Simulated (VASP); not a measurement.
# YN (Fm-3m) in VASP: a series of runs

The runs below take YN through single point, with PBEsol.

Everything below comes from runs of VASP 6.6.1. Logs are shortened: lines on timing, memory, paths and dates and some standing lists are left out, and cuts for length are marked.

### 1 The cell of the first run

Symmetry: Fm-3m, No. 225, cubic system. The conventional cell has a = 4.856 Å, b = 4.856 Å, c = 4.856 Å, α = 90.00°, β = 90.00°, γ = 90.00°. Within 3.2 Å of Y (site symmetry m-3m) lie 6 N at 2.43 Å. Within 3.2 Å of N (site symmetry m-3m) lie 6 Y at 2.43 Å.

### 2 Single point, PBEsol

The input, INCAR:

```
  PREC = Accurate
  ENCUT = 600
  EDIFF = 1E-6
  ISMEAR = 0
  SIGMA = 0.1
  LREAL = False
  LASPH = True
  NELM = 120
  ALGO = Normal
  ISIF = 2
  LWAVE = False
  LCHARG = False
  GGA = PS
  NBANDS = 24
  GGA_COMPAT = False
```

The input, KPOINTS:

```
regular mesh
0
Gamma
  6 6 4
```

The input, POSCAR:

```
YN
1.0
    3.4340438089      0.0000000000      0.0000000000
    0.0000000000      3.4340438089      0.0000000000
    0.0000000000      0.0000000000      4.8564713486
Y N
2 2
Direct
    0.0000000000      0.0000000000      0.0000000000
    0.5000000000      0.5000000000      0.5000000000
    0.5000000000      0.5000000000      0.0000000000
    0.0000000000      0.0000000000      0.5000000000
```

Potentials or basis: VASP PAW PBE potentials, release 64 (Y_sv, N).

The run is started by

```
cat potpaw_PBE.64/Y_sv/POTCAR potpaw_PBE.64/N/POTCAR > POTCAR
mpirun -np 1 vasp_std > vasp.out
```

OUTCAR:

```text
PREC = Accurate
   ENCUT = 600
   EDIFF = 1E-6
   ISMEAR = 0
   LREAL = False
   LASPH = True
   NELM = 120
   ISIF = 2
   GGA = PS

 ion  position               nearest neighbor table
   1  0.000  0.000  0.000-   3 2.43   3 2.43   3 2.43   3 2.43   4 2.43   4 2.43   2 3.43   2 3.43
                             2 3.43   2 3.43   2 3.43   2 3.43   2 3.43   2 3.43
   2  0.500  0.500  0.500-   4 2.43   4 2.43   4 2.43   4 2.43   3 2.43   3 2.43   1 3.43   1 3.43
                             1 3.43   1 3.43   1 3.43   1 3.43   1 3.43   1 3.43
   3  0.500  0.500  0.000-   1 2.43   1 2.43   1 2.43   1 2.43   2 2.43   2 2.43
   4  0.000  0.000  0.500-   2 2.43   2 2.43   2 2.43   2 2.43   1 2.43   1 2.43

  LATTYP: Found a simple tetragonal cell.
 ALAT       =     3.4340438089
 C/A-ratio  =     1.4142135683

  Lattice vectors:

 A1 = (   3.4340438089,   0.0000000000,   0.0000000000)
 A2 = (   0.0000000000,   3.4340438089,   0.0000000000)
 A3 = (   0.0000000000,   0.0000000000,   4.8564713486)

Analysis of symmetry for initial positions (statically):
=====================================================================
 Subroutine PRICEL returns following result:

  LATTYP: Found a face centered cubic cell.
 ALAT       =     4.8564713385

  Lattice vectors:

 A1 = (  -1.7170219044,  -1.7170219044,  -2.4282356743)
 A2 = (   1.7170219045,  -1.7170219045,  -2.4282356743)
 A3 = (   0.0000000000,  -3.4340438089,   0.0000000000)

   2 primitive cells build up your supercell.

 Routine SETGRP: Setting up the symmetry group for a
 simple tetragonal supercell.

 Subroutine GETGRP returns: Found 16 space group operations
 (whereof 16 operations were pure point group operations)
 out of a pool of 16 trial point group operations.

The static configuration has the point symmetry D_4h.

Analysis of symmetry for dynamics (positions and initial velocities):
=====================================================================
 Subroutine PRICEL returns following result:

  LATTYP: Found a face centered cubic cell.
 ALAT       =     4.8564713385

  Lattice vectors:

 A1 = (  -1.7170219044,  -1.7170219044,  -2.4282356743)
 A2 = (   1.7170219045,  -1.7170219045,  -2.4282356743)
 A3 = (   0.0000000000,  -3.4340438089,   0.0000000000)

   2 primitive cells build up your supercell.

 Routine SETGRP: Setting up the symmetry group for a
 simple tetragonal supercell.

 Subroutine GETGRP returns: Found 16 space group operations
 (whereof 16 operations were pure point group operations)
 out of a pool of 16 trial point group operations.

The dynamic configuration has the point symmetry D_4h.

 Subroutine INISYM returns: Found 16 space group operations
 (whereof 16 operations are pure point group operations),
 and found     2 'primitive' translations

----------------------------------------------------------------------------------------

                                     Primitive cell

  volume of cell :      28.6354

  direct lattice vectors                    reciprocal lattice vectors
    -1.717021904 -1.717021904 -2.428235674    -0.291201876  0.000000000 -0.205910820
     1.717021904 -1.717021904 -2.428235674     0.291201876  0.000000000 -0.205910820
     0.000000000 -3.434043809  0.000000000    -0.000000000 -0.291201876  0.205910820

  length of vectors
     3.434043816  3.434043816  3.434043809     0.356648004  0.356648004  0.356648004

  position of ions in fractional coordinates (direct lattice)
     0.000000000  0.000000000  0.000000000
     0.500000000  0.500000000  0.500000000

  ion indices of the primitive-cell ions
   primitive index   ion index
                 1           1
                 2           4

----------------------------------------------------------------------------------------

 KPOINTS: regular mesh

Automatic generation of k-mesh.
 Grid dimensions read from file:
 generate k-points for:    6    6    4

 Generating k-lattice:

  Cartesian coordinates                     Fractional coordinates (reciprocal lattice)
     0.048533646  0.000000000  0.000000000     0.166666667  0.000000000  0.000000000
     0.000000000  0.048533646  0.000000000     0.000000000  0.166666667  0.000000000
     0.000000000  0.000000000  0.051477705     0.000000000  0.000000000  0.250000000

  Length of vectors
     0.048533646  0.048533646  0.051477705

  Shift w.r.t. Gamma in fractional coordinates (k-lattice)
     0.000000000  0.000000000  0.000000000

 Subroutine IBZKPT returns following result:
 ===========================================

 Found     30 irreducible k-points:

 Following reciprocal coordinates:
            Coordinates               Weight
  0.000000  0.000000  0.000000      1.000000
  0.166667  0.000000  0.000000      4.000000
  0.333333  0.000000  0.000000      4.000000
  0.500000  0.000000  0.000000      2.000000
  0.166667  0.166667  0.000000      4.000000
  0.333333  0.166667  0.000000      8.000000
[... 16 lines left out ...]
  0.333333  0.000000  0.500000      4.000000
  0.500000  0.000000  0.500000      2.000000
 [... further k-points ...]
   k-points           NKPTS =     30   k-points in BZ     NKDIM =     30   number of bands    NBANDS=     24
   number of dos      NEDOS =    301   number of ions     NIONS =      4
   total plane-waves  NPLWV =  31360
   dimension x,y,z NGX =    28 NGY =   28 NGZ =   40
   dimension x,y,z NGXF=    56 NGYF=   56 NGZF=   80
   ions per type =               2   2
   NGX,Y,Z   is equivalent  to a cutoff of  13.56, 13.56, 13.69 a.u.
   NGXF,Y,Z  is equivalent  to a cutoff of  27.11, 27.11, 27.39 a.u.
 SYSTEM =  unknown system
   PREC   = accura    normal or accurate (medium, high low for compatibility)
   ISTART =      0    job   : 0-new  1-cont  2-samecut
   ICHARG =      2    charge: 1-file 2-atom 10-const
   ISPIN  =      1    spin polarized calculation?
   LNONCOLLINEAR =      F non collinear calculations
   LSORBIT =      F    spin-orbit coupling
   LASPH  =      T    aspherical Exc in radial PAW
   ENCUT  =  600.0 eV  44.10 Ry    6.64 a.u.   6.86  6.86  9.70*2*pi/ulx,y,z
   NELM   =    120;   NELMIN=  2; NELMDL= -5     # of ELM steps
   EDIFF  = 0.1E-05   stopping-criterion for ELM
   LREAL  =      F    real-space projection
   EDIFFG = 0.1E-04   stopping-criterion for IOM
   NSW    =      0    number of steps for IOM
   IBRION =     -1    ionic relax: 0-MD 1-quasi-New 2-CG
   NFREE  =      0    steps in history (QN), initial steepest desc. (CG)
   ISIF   =      2    stress and relaxation
   ISYM   =      2    0-nonsym 1-usesym 2-fastsym
   POTIM  = 0.5000    time-step for ionic-motion
   TEBEG  =    0.0;   TEEND  =   0.0 temperature during run
   PSTRESS=    0.0 pullay stress
   NELECT =      32.0000    total number of electrons
   NUPDOWN=      -1.0000    fix difference up-down
   EMIN   =  10.00;   EMAX   =-10.00  energy-range for DOS
   EFERMI =   0.00;   METHOD = LEGACY
   ISMEAR =     0;   SIGMA  =   0.10  broadening in eV -4-tet -1-fermi 0-gaus
   EFERMI_NEDOS =   21; number of points for ismear=-14 and -15
   IALGO  =     38    algorithm
   IMIX   =      4    mixing-type and parameters
     AMIX     =   0.40;   BMIX     =  1.00
     AMIX_MAG =   1.60;   BMIX_MAG =  1.00
  volume/ion in A,a.u.               =      14.32        96.62
  Fermi-wavevector in a.u.,A,eV,Ry     =   1.348385  2.548079 24.737334  1.818143
  Thomas-Fermi vector in A             =   2.476058
   LORBIT       =      0    0 simple, 1 ext, 2 COOP (PROOUT), +10 PAW based schemes
   GGA     = PS    functional components
   LHFCALC =     F    Hartree Fock is set to
   AEXX    =    0.0000 exact exchange contribution
   IVDW    =     0    specifies the selected vdW correction
   LEPSILON=     F    determine dielectric tensor
   LRPA    =     F    only Hartree local field effects (RPA)
 non-spin polarized calculation
 Gauss-broadening in eV      SIGMA  =   0.10
  energy-cutoff  :      600.00
  volume of cell :       57.27
 maximum number of plane-waves:      1964
 NGX is ok and might be reduce to    28
   NGX = 13   NGY = 13   NGZ = 19

 number of electron      31.9999998 magnetization

 Free energy of the ion-electron system (eV)
  ---------------------------------------------------
  ext. energy  EPLUGINS =         0.00000000
  ---------------------------------------------------
  free energy    TOTEN  =       -38.25618886 eV

  energy without entropy =      -38.25412163  energy(sigma->0) =      -38.25515524

 E-fermi :   4.1624     XC(G=0): -11.5434

 val. band max:        4.1273893896   @ k =   0.0000   0.0000   0.0000
 cond. band min:       4.1980906766   @ k =   0.5000   0.5000   0.0000
 fundamental gap:      0.0707012870
 Fermi energy:         4.1624231510

 k-point     1 :       0.0000    0.0000    0.0000
  band No.  band energies     occupation
      1     -36.4798      2.00000
      2     -36.3040      2.00000
      3     -17.0582      2.00000
      4     -16.4863      2.00000
      5     -16.4863      2.00000
      6     -16.1303      2.00000
[... 16 lines left out ...]
     23       9.3080      0.00000
     24      11.1169      0.00000

 k-point     2 :       0.1667    0.0000    0.0000
  band No.  band energies     occupation
      1     -36.4570      2.00000
      2     -36.3044      2.00000
      3     -16.9860      2.00000
      4     -16.6485      2.00000
      5     -16.4422      2.00000
      6     -16.3550      2.00000
[... 16 lines left out ...]
     23      10.5353      0.00000
     24      11.2055      0.00000

 k-point     3 :       0.3333    0.0000    0.0000
  band No.  band energies     occupation
      1     -36.4025      2.00000
      2     -36.3140      2.00000
      3     -16.9357      2.00000
      4     -16.7945      2.00000
      5     -16.7795      2.00000
      6     -16.3352      2.00000
[... 16 lines left out ...]
     23      10.7048      0.00000
     24      12.0121      0.00000
[... 514 lines left out ...]
 k-point    23 :       0.3333    0.0000    0.5000
  band No.  band energies     occupation
      1     -36.3575      2.00000
      2     -36.3575      2.00000
      3     -17.2136      2.00000
      4     -17.2136      2.00000
      5     -16.2433      2.00000
      6     -16.2433      2.00000
[... 16 lines left out ...]
     23      11.5508      0.00000
     24      11.5508      0.00000

 k-point    24 :       0.5000    0.0000    0.5000
  band No.  band energies     occupation
      1     -36.3460      2.00000
      2     -36.3460      2.00000
      3     -17.3656      2.00000
      4     -17.3656      2.00000
      5     -16.2207      2.00000
      6     -16.2207      2.00000
[... 16 lines left out ...]
     23      10.8838      0.00000
     24      10.8838      0.00000

 [... further k-points ...]
[... 5 lines left out ...]
  --------------------------------------------------------------------------------------
  -------------------------------------------------------------------------------------
  Total       -0.0585772     -0.0585772     -0.1150685      0.0000000     -0.0000000      0.0000000
  in kB       -1.6387271     -1.6387271     -3.2191002      0.0000000     -0.0000000      0.0000000
  external PRESSURE =      -2.1655181 kB  Pullay stress =       0.0000000 kB

 VOLUME and BASIS-vectors are now :
 -----------------------------------------------------------------------------
  energy-cutoff  :      600.00
  volume of cell :       57.27
      direct lattice vectors                 reciprocal lattice vectors
     3.434043809  0.000000000  0.000000000     0.291201876  0.000000000  0.000000000
     0.000000000  3.434043809  0.000000000     0.000000000  0.291201876  0.000000000
     0.000000000  0.000000000  4.856471349     0.000000000  0.000000000  0.205910820

 POSITION                                       TOTAL-FORCE (eV/Angst)
 -----------------------------------------------------------------------------------
      0.00000      0.00000      0.00000         0.000000      0.000000      0.000000
      1.71702      1.71702      2.42824        -0.000000     -0.000000     -0.000000
      1.71702      1.71702      0.00000         0.000000      0.000000      0.000000
      0.00000      0.00000      2.42824         0.000000      0.000000      0.000000
 -----------------------------------------------------------------------------------
    total drift:                                0.000000      0.000000      0.000000

  FREE ENERGIE OF THE ION-ELECTRON SYSTEM (eV)
  ---------------------------------------------------
  free  energy   TOTEN  =       -38.2561888597 eV

  energy  without entropy=      -38.2541216278  energy(sigma->0) =      -38.25515524
```

Run time: 85 s. Hardware: 1 thread of Intel Xeon 8259CL, shared host; peak memory 0.22 GiB.

What came out:

```
Free energy            : -38.2562 eV
Pressure               : -0.2 GPa
Band gap on the k mesh : 0.07 eV
```

Caveat: semilocal functionals underestimate gaps, and a narrow one can read as zero; the PAW data sets were made with another functional, which shifts forces and pressure a little. A k mesh can miss the band edges.

### 3 Single point, PBEsol

The input, INCAR:

```
SYSTEM = YN
PREC = Accurate
ENCUT = 600
EDIFF = 1E-6
ISMEAR = 0
SIGMA = 0.01
LREAL = .FALSE.
LASPH = .TRUE.
NELM = 120
ALGO = Normal
ISIF = 2
LWAVE = .FALSE.
LCHARG = .FALSE.
GGA = PS
NBANDS = 24
GGA_COMPAT = .FALSE.
```

The input, KPOINTS:

```
regular mesh
0
G
  10 10 8
  0 0 0
```

POSCAR is that of step 2.

Potentials or basis: VASP PAW PBE potentials, release 64 (Y_sv, N).

The run is started by

```
cat potpaw_PBE.64/Y_sv/POTCAR potpaw_PBE.64/N/POTCAR > POTCAR
mpirun -np 1 vasp_std > vasp.out
```

Run time: 3.9 min. Hardware: 1 thread of Intel Xeon 8259CL, shared host; peak memory 0.31 GiB.

The run converged. Its results:

```yaml
Free_energy: -38.2660 eV
Pressure: -0.3 GPa
Band_gap_on_the_k_mesh: 0.07 eV
```

Levels at points of the mesh, in eV from the valence-band top:
| k point | band 12 | band 13 | band 14 | band 15 | band 16 | band 17 | band 18 | band 19 | band 20 | band 21 |
| --- | --- | --- | --- | --- | --- | --- | --- | --- | --- | --- |
| (0.00, 0.00, 0.00) | -0.37 | -0.37 | 0.00 | 0.00 | 0.00 | 0.07 | 3.12 | 3.12 | 3.12 | 4.26 |
| (0.50, 0.00, 0.00) | -3.34 | -2.09 | -2.09 | -1.48 | -1.48 | 4.45 | 4.45 | 5.27 | 5.27 | 5.78 |
| (0.50, 0.50, 0.00) | -1.47 | -0.37 | -0.37 | -0.37 | -0.37 | 0.07 | 0.07 | 6.99 | 6.99 | 7.44 |
| (0.00, 0.00, 0.50) | -2.69 | -0.51 | -0.51 | -0.51 | -0.51 | 1.25 | 1.25 | 5.65 | 5.65 | 5.99 |
| (0.50, 0.00, 0.50) | -4.20 | -2.32 | -2.32 | -2.32 | -2.32 | 5.79 | 5.79 | 6.49 | 6.49 | 6.49 |
| (0.50, 0.50, 0.50) | -2.21 | -1.55 | -1.55 | -1.55 | -1.55 | 4.01 | 4.01 | 4.01 | 4.01 | 7.51 |

Caveat: semilocal functionals underestimate gaps, and a narrow one can read as zero; the PAW data sets were made with another functional, which shifts forces and pressure a little.

### 4 Single point, PBEsol

The input, INCAR:

```
PREC = Accurate ; ENCUT = 600
EDIFF = 1E-6 ; ISMEAR = 0
SIGMA = 0.01 ; LREAL = F
LASPH = T ; NELM = 120
ALGO = Normal ; ISIF = 2
LWAVE = F ; LCHARG = F
GGA = PS ; NBANDS = 24
GGA_COMPAT = F
```

The input, KPOINTS:

```
regular mesh
0
Gamma
  10 10 8
```

POSCAR is that of step 3.

The run is started by

```
cat potpaw_PBE.64/Y_sv/POTCAR potpaw_PBE.64/N/POTCAR > POTCAR
mpirun -np 1 vasp_std > vasp.out
```

It took 3.6 min on 1 thread of Intel Xeon 8259CL, shared host; peak memory 0.31 GiB.

The run converged. Its results:

```
Free energy            : -38.2660 eV
Pressure               : -0.3 GPa
Band gap on the k mesh : 0.07 eV
```

Levels at points of the mesh, in eV from the valence-band top:
| k point | band 14 | band 15 | band 16 | band 17 | band 18 | band 19 |
| --- | --- | --- | --- | --- | --- | --- |
| (0.00, 0.00, 0.00) | 0.00 | 0.00 | 0.00 | 0.07 | 3.12 | 3.12 |
| (0.50, 0.00, 0.00) | -2.09 | -1.48 | -1.48 | 4.45 | 4.45 | 5.27 |
| (0.50, 0.50, 0.00) | -0.37 | -0.37 | -0.37 | 0.07 | 0.07 | 6.99 |
| (0.00, 0.00, 0.50) | -0.51 | -0.51 | -0.51 | 1.25 | 1.25 | 5.65 |
| (0.50, 0.00, 0.50) | -2.32 | -2.32 | -2.32 | 5.79 | 5.79 | 6.49 |
| (0.50, 0.50, 0.50) | -1.55 | -1.55 | -1.55 | 4.01 | 4.01 | 4.01 |

Caveat: semilocal functionals underestimate gaps, and a narrow one can read as zero; the PAW data sets were made with another functional, which shifts forces and pressure a little. A k mesh can miss the band edges.
